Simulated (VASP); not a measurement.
# MgO (P6_3mc) in VASP: a series of runs, part 2 of 2

VASP 6.6.1.

### Step 3. Single point, PBE (volume 12.249 Å^3 an atom, c/a of the conventional cell 3.4054)

File INCAR:

```
  ALGO = Normal
  EDIFF = 1E-6
  ENCUT = 520
  GGA = PE
  ISIF = 2
  ISMEAR = 0
  LASPH = True
  LCHARG = True
  LELF = True
  LREAL = False
  LVHAR = True
  LWAVE = False
  NBANDS = 26
  NELM = 100
  PREC = Accurate
  SIGMA = 0.05
```

File KPOINTS:

```
k-points
0
Gamma
  9 9 4
```

File POSCAR:

```
MgO
1.0
    3.2148512139      0.0000000000      0.0000000000
   -1.6074256070      2.7841428206      0.0000000000
    0.0000000000      0.0000000000     10.9478543239
Mg O
4 4
Direct
    0.3333333333      0.6666666667      0.9694906392
    0.0000000000      0.0000000000      0.2208211786
    0.0000000000      0.0000000000      0.7208211786
    0.6666666667      0.3333333333      0.4694906392
    0.3333333333      0.6666666667      0.7800420079
    0.0000000000      0.0000000000      0.5296443544
    0.0000000000      0.0000000000      0.0296443544
    0.6666666667      0.3333333333      0.2800420079
```

Potentials or basis: VASP PAW PBE potentials, release 64 (Mg, O).

Run with:

```
> cat potpaw_PBE.64/Mg/POTCAR potpaw_PBE.64/O/POTCAR > POTCAR
> mpirun -np 1 vasp_std > vasp.out
```

OUTCAR:

```text
EDIFF = 1E-6
   ENCUT = 520
   GGA = PE
   ISIF = 2
   ISMEAR = 0
   LASPH = True
   LREAL = False
   NELM = 100
   PREC = Accurate

 ion  position               nearest neighbor table
   1  0.333  0.667  0.969-   7 1.97   7 1.97   7 1.97   5 2.07   3 3.29   3 3.29   3 3.29   2 3.32
                             2 3.32   2 3.32
   2  0.000  0.000  0.221-   8 1.97   8 1.97   8 1.97   7 2.09   4 3.29   4 3.29   4 3.29   1 3.32
                             1 3.32   1 3.32
   3  0.000  0.000  0.721-   5 1.97   5 1.97   5 1.97   6 2.09   1 3.29   1 3.29   1 3.29   4 3.32
[... 918 lines left out ...]
  Total        2.7587838      2.7587838     -4.9347973     -0.0000000     -0.0000000     -0.0000000
  in kB       45.1073015     45.1073015    -80.6860597     -0.0000000     -0.0000000     -0.0000000
  external PRESSURE =       3.1761811 kB  Pullay stress =       0.0000000 kB

 VOLUME and BASIS-vectors are now :
 -----------------------------------------------------------------------------
  energy-cutoff  :      520.00
  volume of cell :       97.99
      direct lattice vectors                 reciprocal lattice vectors
     3.214851214  0.000000000  0.000000000     0.311056386  0.179588488  0.000000000
    -1.607425607  2.784142821  0.000000000     0.000000000  0.359176976  0.000000000
     0.000000000  0.000000000 10.947854324     0.000000000  0.000000000  0.091342100

 POSITION                                       TOTAL-FORCE (eV/Angst)
 -----------------------------------------------------------------------------------
     -0.00000      1.85610     10.61384        -0.000000     -0.000000     -0.382060
      0.00000      0.00000      2.41752         0.000000     -0.000000     -0.418463
      0.00000      0.00000      7.89145        -0.000000     -0.000000     -0.418463
      1.60743      0.92805      5.13992         0.000000     -0.000000     -0.382060
     -0.00000      1.85610      8.53979         0.000000     -0.000000      0.413627
      0.00000      0.00000      5.79847        -0.000000     -0.000000      0.386896
      0.00000      0.00000      0.32454         0.000000     -0.000000      0.386896
      1.60743      0.92805      3.06586        -0.000000      0.000000      0.413627
 -----------------------------------------------------------------------------------
    total drift:                                0.000000      0.000000     -0.001032

  FREE ENERGIE OF THE ION-ELECTRON SYSTEM (eV)
  ---------------------------------------------------
  free  energy   TOTEN  =       -46.7631242785 eV

  energy  without entropy=      -46.7631242785  energy(sigma->0) =      -46.76312428
```

OSZICAR:

```text
N       E                     dE             d eps       ncg     rms          rms(c)
DAV:   1     0.140668074279E+03    0.14067E+03   -0.14478E+04  1872   0.107E+03
DAV:   2    -0.445524291452E+02   -0.18522E+03   -0.17367E+03  2466   0.231E+02
DAV:   3    -0.553958726184E+02   -0.10843E+02   -0.10780E+02  2362   0.568E+01
DAV:   4    -0.554646675174E+02   -0.68795E-01   -0.68764E-01  2128   0.527E+00
DAV:   5    -0.554650910753E+02   -0.42356E-03   -0.42352E-03  2370   0.414E-01    0.166E+01
DAV:   6    -0.468900745558E+02    0.85750E+01   -0.32469E+01  2062   0.325E+01    0.571E+00
DAV:   7    -0.467853175458E+02    0.10476E+00   -0.53333E-01  1980   0.461E+00    0.327E+00
DAV:   8    -0.467658158759E+02    0.19502E-01   -0.21594E-01  2080   0.431E+00    0.656E-01
DAV:   9    -0.467609119235E+02    0.49040E-02   -0.16215E-02  2478   0.841E-01    0.183E-01
DAV:  10    -0.467630857099E+02   -0.21738E-02   -0.31391E-03  2014   0.302E-01    0.622E-02
DAV:  11    -0.467631210208E+02   -0.35311E-04   -0.57120E-05  2324   0.577E-02    0.306E-02
DAV:  12    -0.467631207377E+02    0.28309E-06   -0.25567E-05  2076   0.336E-02    0.900E-03
DAV:  13    -0.467631244383E+02   -0.37006E-05   -0.46773E-06  1946   0.151E-02    0.288E-03
DAV:  14    -0.467631242785E+02    0.15978E-06   -0.39202E-07  1526   0.625E-03
   1 F= -.46763124E+02 E0= -.46763124E+02  d E =-.934667E-15
```

stdout:

```text
POSCAR found type information on POSCAR MgO
 POSCAR found :  2 types and       8 ions
 scaLAPACK will be used
 LDA part: xc-table for (Slater+PW92), standard interpolation
 POSCAR, INCAR and KPOINTS ok, starting setup
 FFT: planning ... GRIDC
 FFT: planning ... GRID_SOFT
 FFT: planning ... GRID
 WAVECAR not read
 entering main loop
```

Run time: 48 s. Hardware: 1 thread of Intel Xeon Platinum 8488C (Sapphire Rapids), shared host; peak memory 0.24 GiB.

Results:

* Free energy: -46.7631 eV
* Pressure: 0.3 GPa
* Largest force: 0.418 eV/Å
* Band gap on the k mesh: 3.47 eV, direct

Forces on the atoms (eV/Å):
```
Mg   0.000  0.000 -0.382
Mg   0.000  0.000 -0.418
Mg   0.000  0.000 -0.418
Mg   0.000  0.000 -0.382
O    0.000  0.000  0.414
O    0.000  0.000  0.387
O    0.000  0.000  0.387
O    0.000  0.000  0.414
```
